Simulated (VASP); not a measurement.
# TiC (Fm-3m) in VASP: notebook

TiC is run at these levels: PBEsol; tasks: single point.

All numbers are computed with VASP 6.6.1; they aren't measurements. Logs are shortened: lines on timing, memory, paths and dates and some standing lists are left out, and cuts for length are marked.

## Step 1: The cell of the first run

It takes space group Fm-3m (No. 225, cubic). The conventional cell has a = 4.508 Å, b = 4.508 Å, c = 4.508 Å, α = 90.00°, β = 90.00°, γ = 90.00°. Within 3.0 Å of Ti (site symmetry m-3m) lie 6 C at 2.25 Å. C (site symmetry m-3m) has 6 Ti at 2.25 Å within 3.0 Å.

## Step 2: Single point, PBEsol (strain +0.050 along x and y, +0.050 along z)

The input, INCAR:

```
SYSTEM = TiC
PREC = Accurate
ENCUT = 520
EDIFF = 1E-6
ISMEAR = 0
SIGMA = 0.15
LREAL = .FALSE.
LASPH = .TRUE.
NELM = 60
ALGO = Normal
ISIF = 2
LWAVE = .FALSE.
LCHARG = .FALSE.
GGA = PS
NBANDS = 15
```

The input, KPOINTS:

```
Automatic mesh
0
G
  24 24 24
  0 0 0
```

The input, POSCAR:

```
TiC
1.0
    0.0000000000      2.2540197585      2.2540197585
    2.2540197585      0.0000000000      2.2540197585
    2.2540197585      2.2540197585      0.0000000000
Ti C
1 1
Direct
    0.0000000000      0.0000000000      0.0000000000
    0.5000000000      0.5000000000      0.5000000000
```

Potentials or basis: VASP PAW PBE potentials, release 64 (Ti_sv, C).

Started as:

```console
cat potpaw_PBE.64/Ti_sv/POTCAR potpaw_PBE.64/C/POTCAR > POTCAR
mpirun -np 1 vasp_std > vasp.out
```

OUTCAR:

```text
SYSTEM = TiC
   PREC = Accurate
   ENCUT = 520
   EDIFF = 1E-6
   ISMEAR = 0
   LREAL = .FALSE.
   LASPH = .TRUE.
   NELM = 60
   ISIF = 2
   GGA = PS

 ion  position               nearest neighbor table
   1  0.000  0.000  0.000-   2 2.25   2 2.25   2 2.25   2 2.25   2 2.25   2 2.25
   2  0.500  0.500  0.500-   1 2.25   1 2.25   1 2.25   1 2.25   1 2.25   1 2.25

  LATTYP: Found a face centered cubic cell.
 ALAT       =     4.5080395170

  Lattice vectors:

 A1 = (   0.0000000000,   2.2540197585,   2.2540197585)
 A2 = (   2.2540197585,   0.0000000000,   2.2540197585)
 A3 = (   2.2540197585,   2.2540197585,   0.0000000000)

Analysis of symmetry for initial positions (statically):
=====================================================================
 Subroutine PRICEL returns:
 Original cell was already a primitive cell.

 Routine SETGRP: Setting up the symmetry group for a
 face centered cubic supercell.

 Subroutine GETGRP returns: Found 48 space group operations
 (whereof 48 operations were pure point group operations)
 out of a pool of 48 trial point group operations.

The static configuration has the point symmetry O_h .

Analysis of symmetry for dynamics (positions and initial velocities):
=====================================================================
 Subroutine PRICEL returns:
 Original cell was already a primitive cell.

 Routine SETGRP: Setting up the symmetry group for a
 face centered cubic supercell.

 Subroutine GETGRP returns: Found 48 space group operations
 (whereof 48 operations were pure point group operations)
 out of a pool of 48 trial point group operations.

The dynamic configuration has the point symmetry O_h .

 Subroutine INISYM returns: Found 48 space group operations
 (whereof 48 operations are pure point group operations),
 and found     1 'primitive' translations

----------------------------------------------------------------------------------------

                                     Primitive cell

  volume of cell :      22.9036

  direct lattice vectors                    reciprocal lattice vectors
     0.000000000  2.254019759  2.254019759    -0.221825917  0.221825917  0.221825917
     2.254019759  0.000000000  2.254019759     0.221825917 -0.221825917  0.221825917
     2.254019759  2.254019759  0.000000000     0.221825917  0.221825917 -0.221825917

  length of vectors
     3.187665312  3.187665312  3.187665312     0.384213759  0.384213759  0.384213759

  position of ions in fractional coordinates (direct lattice)
     0.000000000  0.000000000  0.000000000
     0.500000000  0.500000000  0.500000000

  ion indices of the primitive-cell ions
   primitive index   ion index
                 1           1
                 2           2

----------------------------------------------------------------------------------------
[... 87 lines left out ...]
   IALGO  =     38    algorithm
   IMIX   =      4    mixing-type and parameters
     AMIX     =   0.40;   BMIX     =  1.00
     AMIX_MAG =   1.60;   BMIX_MAG =  1.00
  volume/ion in A,a.u.               =      11.45        77.28
  Fermi-wavevector in a.u.,A,eV,Ry     =   1.452604  2.745023 28.709070  2.110057
  Thomas-Fermi vector in A             =   2.569966
   LORBIT       =      0    0 simple, 1 ext, 2 COOP (PROOUT), +10 PAW based schemes
   GGA     = PS    functional components
   LHFCALC =     F    Hartree Fock is set to
   AEXX    =    0.0000 exact exchange contribution
   IVDW    =     0    specifies the selected vdW correction
   LEPSILON=     F    determine dielectric tensor
   LRPA    =     F    only Hartree local field effects (RPA)
 non-spin polarized calculation
 Gauss-broadening in eV      SIGMA  =   0.15
  energy-cutoff  :      520.00
  volume of cell :       22.90
 maximum number of plane-waves:       636
   NGX = 11   NGY = 11   NGZ = 11

 number of electron      16.0000005 magnetization

 Free energy of the ion-electron system (eV)
  ---------------------------------------------------
  ext. energy  EPLUGINS =         0.00000000
  ---------------------------------------------------
  free energy    TOTEN  =       -19.49019227 eV

  energy without entropy =      -19.48645769  energy(sigma->0) =      -19.48832498

 E-fermi :   7.9521     XC(G=0): -12.2496

 val. band max:        7.9503754946   @ k =  -0.0833   0.0417   0.0000
 cond. band min:       7.9599444254   @ k =   0.1250   0.0833   0.0417
 fundamental gap:      0.0095689309
 Fermi energy:         7.9520628764

 k-point     1 :       0.0000    0.0000    0.0000
  band No.  band energies     occupation
      1     -48.7212      2.00000
      2     -24.8951      2.00000
      3     -24.8951      2.00000
      4     -24.8951      2.00000
      5      -3.8493      2.00000
      6       8.5661      0.00000
      7       8.5661      0.00000
      8       8.5661      0.00000
      9       9.4321      0.00000
     10       9.4321      0.00000
     11       9.5084      0.00000
     12       9.5084      0.00000
     13       9.5084      0.00000
     14      16.7479      0.00000
[... 401 lines left out ...]
      2     -25.2053      2.00000
      3     -24.9298      2.00000
      4     -24.9296      2.00000
      5      -1.0365      2.00000
      6       2.8631      2.00000
      7       5.4406      2.00000
      8       5.5104      2.00000
      9      10.2834      0.00000
     10      10.4031      0.00000
     11      11.3075      0.00000
     12      14.7834      0.00000
     13      14.8989      0.00000
     14      15.8601      0.00000
     15      21.7078      0.00000

 [... further k-points ...]

------------------------ aborting loop because EDIFF is reached ----------------------------------------

  FORCE on cell =-STRESS in cart. coord.  units (eV):
  Direction    XX          YY          ZZ          XY          YZ          ZX
  --------------------------------------------------------------------------------------
  -------------------------------------------------------------------------------------
  Total       -4.1329005     -4.1329005     -4.1329005      0.0000000      0.0000000     -0.0000000
  in kB     -289.1095093   -289.1095093   -289.1095093      0.0000000      0.0000000     -0.0000000
  external PRESSURE =    -289.1095093 kB  Pullay stress =       0.0000000 kB

 VOLUME and BASIS-vectors are now :
 -----------------------------------------------------------------------------
  energy-cutoff  :      520.00
  volume of cell :       22.90
      direct lattice vectors                 reciprocal lattice vectors
     0.000000000  2.254019759  2.254019759    -0.221825917  0.221825917  0.221825917
     2.254019759  0.000000000  2.254019759     0.221825917 -0.221825917  0.221825917
     2.254019759  2.254019759  0.000000000     0.221825917  0.221825917 -0.221825917

 POSITION                                       TOTAL-FORCE (eV/Angst)
 -----------------------------------------------------------------------------------
      0.00000      0.00000      0.00000         0.000000      0.000000      0.000000
      2.25402      2.25402      2.25402         0.000000      0.000000      0.000000
 -----------------------------------------------------------------------------------
    total drift:                                0.000000     -0.000000     -0.000000

  FREE ENERGIE OF THE ION-ELECTRON SYSTEM (eV)
  ---------------------------------------------------
  free  energy   TOTEN  =       -19.4901922749 eV

  energy  without entropy=      -19.4864576881  energy(sigma->0) =      -19.48832498
```

Wall time 1.9 min (1 thread of Intel Xeon 8259CL, shared host); peak memory 0.26 GiB.

Results:

- Free energy: -19.4902 eV
- Pressure: -28.9 GPa
- Band gap on the k mesh: zero (bands 8 and 9 overlap by 1.00 eV)

Caveat: the cell differs from its parent crystal (strain +0.050 along x and y, +0.050 along z); the cell stands under tension; the PAW data sets were made with another functional, which shifts forces and pressure a little.

## Step 3: Single point, PBEsol (strain -0.050 along x and y, -0.050 along z)

The input, INCAR:

```
SYSTEM = TiC
PREC = Accurate ; ENCUT = 520
EDIFF = 1E-6 ; ISMEAR = 0
SIGMA = 0.15 ; LREAL = .FALSE.
LASPH = .TRUE. ; NELM = 60
ALGO = Normal ; ISIF = 2
LWAVE = .FALSE. ; LCHARG = .FALSE.
GGA = PS ; NBANDS = 15
```

The input, KPOINTS:

```
regular mesh
0
G
  24 24 24
  0 0 0
```

The input, POSCAR:

```
TiC
1.0
    0.0000000000      2.0393512101      2.0393512101
    2.0393512101      0.0000000000      2.0393512101
    2.0393512101      2.0393512101      0.0000000000
Ti C
1 1
Direct
    0.0000000000      0.0000000000      0.0000000000
    0.5000000000      0.5000000000      0.5000000000
```

Potentials or basis: VASP PAW PBE potentials, release 64 (Ti_sv, C).

Started as:

```console
cat potpaw_PBE.64/Ti_sv/POTCAR potpaw_PBE.64/C/POTCAR > POTCAR
mpirun -np 1 vasp_std > vasp.out
```

Run time: 78 s. Hardware: 1 thread of Intel Xeon 8259CL, shared host; peak memory 0.23 GiB.

The run converged. Its results:

```
Free energy            : -19.3671 eV
Pressure               : 55.8 GPa
Band gap on the k mesh : zero (bands 8 and 9 overlap by 1.13 eV)
```

Levels at points of the mesh, in eV from the Fermi level:
| k point | band 5 | band 6 | band 7 | band 8 | band 9 | band 10 | band 11 | band 12 |
| --- | --- | --- | --- | --- | --- | --- | --- | --- |
| (0.00, 0.00, 0.00) | -13.19 | 0.68 | 0.68 | 0.68 | 1.93 | 1.93 | 1.93 | 2.10 |
| (0.50, 0.00, 0.00) | -8.68 | -6.75 | -3.55 | -3.55 | 3.67 | 3.67 | 5.23 | 9.20 |
| (0.50, 0.50, 0.00) | -10.85 | -3.46 | -2.31 | 0.17 | 0.17 | 3.43 | 4.47 | 4.47 |

Caveat: the cell differs from its parent crystal (strain -0.050 along x and y, -0.050 along z); the cell stands under pressure; the PAW data sets were made with another functional, which shifts forces and pressure a little.

## Step 4: Single point, PBEsol (strain -0.025 along x and y, -0.025 along z)

The input, INCAR:

```
PREC = Accurate
ENCUT = 520
EDIFF = 1E-7
ISMEAR = 0
SIGMA = 0.15
LREAL = F
LASPH = T
NELM = 60
ALGO = Normal
ISIF = 2
LWAVE = F
LCHARG = F
GGA = PS
NBANDS = 15
```

The input, KPOINTS:

```
Automatic mesh
0
Gamma
  24 24 24
```

The input, POSCAR:

```
TiC
1.0
    0.0000000000      2.0930183472      2.0930183472
    2.0930183472      0.0000000000      2.0930183472
    2.0930183472      2.0930183472      0.0000000000
Ti C
1 1
Direct
    0.0000000000      0.0000000000      0.0000000000
    0.5000000000      0.5000000000      0.5000000000
```

Started as:

```console
cat potpaw_PBE.64/Ti_sv/POTCAR potpaw_PBE.64/C/POTCAR > POTCAR
mpirun -np 1 vasp_std > vasp.out
```

Wall time 96 s (1 thread of Intel Xeon 8259CL, shared host); peak memory 0.24 GiB.

Results (log left out):

| Item | Value |
| --- | --- |
| Free energy | -19.7010 eV |
| Pressure | 23.8 GPa |
| Band gap on the k mesh | zero (bands 8 and 9 overlap by 1.12 eV) |

Levels at points of the mesh, in eV from the Fermi level:
```csv
k point,band 6,band 7,band 8,band 9,band 10,band 11
"(0.00, 0.00, 0.00)",0.69,0.69,0.69,1.84,1.84,1.84
"(0.50, 0.00, 0.00)",-6.36,-3.25,-3.25,3.34,3.34,4.72
"(0.50, 0.50, 0.00)",-3.48,-2.01,0.08,0.08,3.13,4.05
```

Caveat: the cell differs from its parent crystal (strain -0.025 along x and y, -0.025 along z); the cell stands under pressure; the PAW data sets were made with another functional, which shifts forces and pressure a little.

## Step 5: The runs side by side

| cell | gap on the mesh (eV) | pressure (GPa) |
| --- | --- | --- |
| a = 3.188 Å, angles 60.0°, 2 atoms | none | -28.9 |
| a = 2.884 Å, angles 60.0°, 2 atoms | none | 55.8 |
| a = 2.960 Å, angles 60.0°, 2 atoms | none | 23.8 |

Alike in all rows: task single point; level PBEsol; potentials or basis VASP PAW PBE potentials, release 64 (Ti_sv, C); no spin polarisation; k mesh 24 × 24 × 24; cutoff (eV) 520; smearing gaussian 0.15 eV.

Caveats: the PAW data sets were made with another functional, which shifts forces and pressure a little; the cell stands under pressure (at least some runs); the cell stands under tension (at least some runs).

Total energies depend on the potentials used, so only differences within one code and one set of settings carry meaning.

The gap in the log of VASP goes by the Fermi energy; the results here count the filled bands.